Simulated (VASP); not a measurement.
# W (Im-3m) in VASP: a series of runs, part 4 of 4

VASP 6.6.1. The steps go on from the part before.

## 5. Density of states, revPBE

POSCAR reads:

```
W
1.0
   -1.5823450000      1.5823450000      1.5823450000
    1.5823450000     -1.5823450000      1.5823450000
    1.5823450000      1.5823450000     -1.5823450000
W
1
Direct
    0.0000000000      0.0000000000      0.0000000000
```

INCAR.step1 reads:

```
SYSTEM = W
PREC = Accurate ; ENCUT = 520
EDIFF = 1E-7 ; ISMEAR = -1
SIGMA = 0.05 ; LREAL = .FALSE.
LASPH = .TRUE. ; NELM = 60
ALGO = Normal ; ISIF = 2
LWAVE = .FALSE. ; LCHARG = .TRUE.
LMAXMIX = 4 ; GGA = RE
NBANDS = 13
```

KPOINTS.step1 reads:

```
Automatic mesh
0
G
  7 7 7
  0 0 0
```

INCAR.step2 reads:

```
SYSTEM = W
PREC = Accurate ; ENCUT = 520
EDIFF = 1E-7 ; ISMEAR = -5
SIGMA = 0.05 ; LREAL = .FALSE.
LASPH = .TRUE. ; NELM = 60
ALGO = Normal ; ISIF = 2
LWAVE = .FALSE. ; LCHARG = .FALSE.
LMAXMIX = 4 ; GGA = RE
LORBIT = 11 ; NEDOS = 1001
ICHARG = 11
```

KPOINTS.step2 reads:

```
Automatic mesh
0
G
  11 11 11
  0 0 0
```

Potentials or basis: VASP PAW PBE potentials, release 64 (W_sv).

Command:

```sh
> cat potpaw_PBE.64/W_sv/POTCAR > POTCAR
> cp INCAR.step1 INCAR
> cp KPOINTS.step1 KPOINTS
> mpirun -np 1 vasp_std > vasp.out
> cp INCAR.step2 INCAR
> cp KPOINTS.step2 KPOINTS
> mpirun -np 1 vasp_std > vasp.out
```

OUTCAR:

```text
SYSTEM = W
   PREC = Accurate
   ENCUT = 520
   EDIFF = 1E-7
   ISMEAR = -5
   LREAL = .FALSE.
   LASPH = .TRUE.
   NELM = 60
   ISIF = 2
   GGA = RE
   LORBIT = 11
   ICHARG = 11

 ion  position               nearest neighbor table
   1  0.000  0.000  0.000-

  LATTYP: Found a body centered cubic cell.
 ALAT       =     3.1646900000

  Lattice vectors:

 A1 = (  -1.5823450000,   1.5823450000,   1.5823450000)
 A2 = (   1.5823450000,  -1.5823450000,   1.5823450000)
 A3 = (   1.5823450000,   1.5823450000,  -1.5823450000)

Analysis of symmetry for initial positions (statically):
=====================================================================
 Subroutine PRICEL returns:
 Original cell was already a primitive cell.

 Routine SETGRP: Setting up the symmetry group for a
 body centered cubic supercell.

 Subroutine GETGRP returns: Found 48 space group operations
 (whereof 48 operations were pure point group operations)
 out of a pool of 48 trial point group operations.

The static configuration has the point symmetry O_h .

Analysis of symmetry for dynamics (positions and initial velocities):
=====================================================================
 Subroutine PRICEL returns:
 Original cell was already a primitive cell.

 Routine SETGRP: Setting up the symmetry group for a
 body centered cubic supercell.

 Subroutine GETGRP returns: Found 48 space group operations
 (whereof 48 operations were pure point group operations)
 out of a pool of 48 trial point group operations.

The dynamic configuration has the point symmetry O_h .

 Subroutine INISYM returns: Found 48 space group operations
 (whereof 48 operations are pure point group operations),
 and found     1 'primitive' translations

----------------------------------------------------------------------------------------

                                     Primitive cell

  volume of cell :      15.8476

  direct lattice vectors                    reciprocal lattice vectors
    -1.582345000  1.582345000  1.582345000     0.000000000  0.315986716  0.315986716
     1.582345000 -1.582345000  1.582345000     0.315986716  0.000000000  0.315986716
     1.582345000  1.582345000 -1.582345000     0.315986716  0.315986716  0.000000000

  length of vectors
     2.740701935  2.740701935  2.740701935     0.446872699  0.446872699  0.446872699

  position of ions in fractional coordinates (direct lattice)
     0.000000000  0.000000000  0.000000000

  ion indices of the primitive-cell ions
   primitive index   ion index
                 1           1

----------------------------------------------------------------------------------------

 KPOINTS: Automatic mesh

Automatic generation of k-mesh.
 Grid dimensions read from file:
 generate k-points for:   11   11   11

 Generating k-lattice:

  Cartesian coordinates                     Fractional coordinates (reciprocal lattice)
     0.000000000  0.028726065  0.028726065     0.090909091  0.000000000  0.000000000
     0.028726065  0.000000000  0.028726065     0.000000000  0.090909091  0.000000000
     0.028726065  0.028726065  0.000000000     0.000000000  0.000000000  0.090909091

  Length of vectors
     0.040624791  0.040624791  0.040624791

  Shift w.r.t. Gamma in fractional coordinates (k-lattice)
     0.000000000  0.000000000  0.000000000

 TETIRR: Found   1471 inequivalent tetrahedra from     7986

 Subroutine IBZKPT returns following result:
 ===========================================

 Found     56 irreducible k-points:

 Following reciprocal coordinates:
            Coordinates               Weight
  0.000000  0.000000  0.000000      1.000000
  0.090909  0.000000  0.000000     12.000000
  0.181818  0.000000  0.000000     12.000000
  0.272727  0.000000  0.000000     12.000000
  0.363636  0.000000  0.000000     12.000000
  0.454545  0.000000  0.000000     12.000000
[... 16 lines left out ...]
  0.272727  0.181818  0.090909     48.000000
  0.363636  0.181818  0.090909     24.000000
 [... further k-points ...]
   k-points           NKPTS =     56   k-points in BZ     NKDIM =     56   number of bands    NBANDS=     11
   number of dos      NEDOS =   1001   number of ions     NIONS =      1
   total plane-waves  NPLWV =   8000
   dimension x,y,z NGX =    20 NGY =   20 NGZ =   20
   dimension x,y,z NGXF=    40 NGYF=   40 NGZF=   40
   ions per type =               1
   NGX,Y,Z   is equivalent  to a cutoff of  12.13, 12.13, 12.13 a.u.
   NGXF,Y,Z  is equivalent  to a cutoff of  24.26, 24.26, 24.26 a.u.
 SYSTEM =  W
   PREC   = accura    normal or accurate (medium, high low for compatibility)
   ISTART =      0    job   : 0-new  1-cont  2-samecut
   ICHARG =     11    charge: 1-file 2-atom 10-const
   ISPIN  =      1    spin polarized calculation?
   LNONCOLLINEAR =      F non collinear calculations
   LSORBIT =      F    spin-orbit coupling
   LASPH  =      T    aspherical Exc in radial PAW
   ENCUT  =  520.0 eV  38.22 Ry    6.18 a.u.   5.10  5.10  5.10*2*pi/ulx,y,z
   NELM   =     60;   NELMIN=  2; NELMDL=  0     # of ELM steps
   EDIFF  = 0.1E-06   stopping-criterion for ELM
   LREAL  =      F    real-space projection
   EDIFFG = 0.1E-05   stopping-criterion for IOM
   NSW    =      0    number of steps for IOM
   IBRION =     -1    ionic relax: 0-MD 1-quasi-New 2-CG
   NFREE  =      0    steps in history (QN), initial steepest desc. (CG)
   ISIF   =      2    stress and relaxation
   ISYM   =      2    0-nonsym 1-usesym 2-fastsym
   POTIM  = 0.5000    time-step for ionic-motion
   TEBEG  =    0.0;   TEEND  =   0.0 temperature during run
   PSTRESS=    0.0 pullay stress
   NELECT =      14.0000    total number of electrons
   NUPDOWN=      -1.0000    fix difference up-down
   EMIN   =  10.00;   EMAX   =-10.00  energy-range for DOS
   EFERMI =   0.00;   METHOD = LEGACY
   ISMEAR =    -5;   SIGMA  =   0.05  broadening in eV -4-tet -1-fermi 0-gaus
   EFERMI_NEDOS =   21; number of points for ismear=-14 and -15
   IALGO  =     38    algorithm
   IMIX   =      4    mixing-type and parameters
     AMIX     =   0.40;   BMIX     =  1.00
     AMIX_MAG =   1.60;   BMIX_MAG =  1.00
  volume/ion in A,a.u.               =      15.85       106.94
  Fermi-wavevector in a.u.,A,eV,Ry     =   1.570832  2.968442 33.572544  2.467512
  Thomas-Fermi vector in A             =   2.672506
   LORBIT       =     11    0 simple, 1 ext, 2 COOP (PROOUT), +10 PAW based schemes
   GGA     = RE    functional components
   LHFCALC =     F    Hartree Fock is set to
   AEXX    =    0.0000 exact exchange contribution
   IVDW    =     0    specifies the selected vdW correction
   LEPSILON=     F    determine dielectric tensor
   LRPA    =     F    only Hartree local field effects (RPA)
 non-spin polarized calculation
 Fermi weights with tetrahedron method with Bloechl corrections
  energy-cutoff  :      520.00
  volume of cell :       15.85
 maximum number of plane-waves:       438

 number of electron      14.0000004 magnetization

 Free energy of the ion-electron system (eV)
  ---------------------------------------------------
  ext. energy  EPLUGINS =         0.00000000
  ---------------------------------------------------
  free energy    TOTEN  =       -12.49703450 eV

  energy without entropy =      -12.49703450  energy(sigma->0) =      -12.49703450

 E-fermi :  11.5463     XC(G=0): -13.6060

 val. band max:       11.8492380682   @ k =   0.4545   0.0000   0.0000
 cond. band min:      11.4842938153   @ k =   0.0909   0.0909   0.0000
 fundamental gap:     -0.3649442528
 Fermi energy:        11.5462824987

 k-point     1 :       0.0000    0.0000    0.0000
  band No.  band energies     occupation
      1     -62.6974      2.00000
      2     -26.2572      2.00000
      3     -26.2572      2.00000
      4     -26.2572      2.00000
      5       1.8688      2.00000
      6      10.2804      2.00000
      7      10.2804      2.00000
      8      10.2804      2.00000
      9      13.7838      0.00000
     10      13.7838      0.00000
     11      26.0042      0.00000
[... 309 lines left out ...]
 k-point    24 :       0.3636    0.1818    0.0909
  band No.  band energies     occupation
      1     -62.5569      2.00000
      2     -27.3182      2.00000
      3     -26.8438      2.00000
      4     -26.4683      2.00000
      5       6.8529      2.00000
      6       8.0183      2.00000
      7      10.0998      2.00000
      8      14.2033      0.00000
      9      14.7583      0.00000
     10      20.0596      0.00000
     11      20.5606      0.00000

 [... further k-points ...]
[... 5 lines left out ...]
  --------------------------------------------------------------------------------------
  -------------------------------------------------------------------------------------
  Total        0.8695193      0.8695193      0.8695193      0.0000000      0.0000000     -0.0000000
  in kB       87.9075739     87.9075739     87.9075739      0.0000000      0.0000000     -0.0000000
  external PRESSURE =      87.9075739 kB  Pullay stress =       0.0000000 kB

 VOLUME and BASIS-vectors are now :
 -----------------------------------------------------------------------------
  energy-cutoff  :      520.00
  volume of cell :       15.85
      direct lattice vectors                 reciprocal lattice vectors
    -1.582345000  1.582345000  1.582345000     0.000000000  0.315986716  0.315986716
     1.582345000 -1.582345000  1.582345000     0.315986716  0.000000000  0.315986716
     1.582345000  1.582345000 -1.582345000     0.315986716  0.315986716  0.000000000

 POSITION                                       TOTAL-FORCE (eV/Angst)
 -----------------------------------------------------------------------------------
      0.00000      0.00000      0.00000         0.000000     -0.000000      0.000000
 -----------------------------------------------------------------------------------
    total drift:                                0.000000     -0.000000     -0.000000

  FREE ENERGIE OF THE ION-ELECTRON SYSTEM (eV)
  ---------------------------------------------------
  free  energy   TOTEN  =       -12.4970344963 eV

  energy  without entropy=      -12.4970344963  energy(sigma->0) =      -12.49703450

 total charge

# of ion       s       p       d       tot
------------------------------------------
    1        2.400   6.352   3.334  12.087
```

Wall time 5.4 s (1 thread of Intel Xeon 6975P-C (Granite Rapids), shared host); peak memory 0.12 GiB.

What came out:

* Valence electrons inside the program's atomic spheres: W 12.09

Levels at points of the mesh, in eV from the Fermi level:
```
           k point  band 4  band 5  band 6  band 7  band 8  band 9  band 10  band 11
(0.00, 0.00, 0.00)  -37.80   -9.68   -1.27   -1.27   -1.27    2.24     2.24    14.46
```

Caveat: the k points lie up to 0.40 Å⁻¹ apart; the PAW data sets were made with another functional, which shifts forces and pressure a little; spin-orbit coupling is left out, which moves the levels of the heavy elements; tetrahedron occupations give inexact forces and stress in metals.

## 6. Density of states, BLYP

POSCAR is that of step 5.

INCAR.step1 reads:

```
PREC = Accurate
ENCUT = 520
EDIFF = 1E-6
ISMEAR = -1
SIGMA = 0.05
LREAL = False
LASPH = True
NELM = 100
ALGO = Fast
ISIF = 2
LWAVE = False
LCHARG = True
LMAXMIX = 4
GGA = B5
ALDAX = 1.0
AGGAX = 1.0
AGGAC = 1.0
ALDAC = 0.0
NBANDS = 13
```

KPOINTS.step1 reads:

```
regular mesh
0
Gamma
  7 7 7
```

INCAR.step2 reads:

```
PREC = Accurate
ENCUT = 520
EDIFF = 1E-6
ISMEAR = -5
SIGMA = 0.05
LREAL = False
LASPH = True
NELM = 100
ALGO = Fast
ISIF = 2
LWAVE = False
LCHARG = False
LMAXMIX = 4
GGA = B5
ALDAX = 1.0
AGGAX = 1.0
AGGAC = 1.0
ALDAC = 0.0
LORBIT = 10
NBANDS = 13
NEDOS = 1001
ICHARG = 11
```

KPOINTS.step2 reads:

```
regular mesh
0
Gamma
  11 11 11
```

Potentials or basis: VASP PAW PBE potentials, release 64 (W_sv).

Command:

```sh
> cat potpaw_PBE.64/W_sv/POTCAR > POTCAR
> cp INCAR.step1 INCAR
> cp KPOINTS.step1 KPOINTS
> mpirun -np 1 vasp_std > vasp.out
> cp INCAR.step2 INCAR
> cp KPOINTS.step2 KPOINTS
> mpirun -np 1 vasp_std > vasp.out
```

Run time: 8.1 s. Hardware: 1 thread of Intel Xeon 6975P-C (Granite Rapids), shared host; peak memory 0.13 GiB.

Results (log left out):

- Valence electrons inside the program's atomic spheres: W 12.15

Levels at points of the mesh, in eV from the Fermi level:
```
           k point  band 5  band 6  band 7  band 8  band 9  band 10
(0.00, 0.00, 0.00)   -9.47   -1.34   -1.34   -1.34    2.18     2.18
```

Caveat: the k points lie up to 0.40 Å⁻¹ apart; the PAW data sets were made with another functional, which shifts forces and pressure a little; spin-orbit coupling is left out, which moves the levels of the heavy elements; tetrahedron occupations give inexact forces and stress in metals.
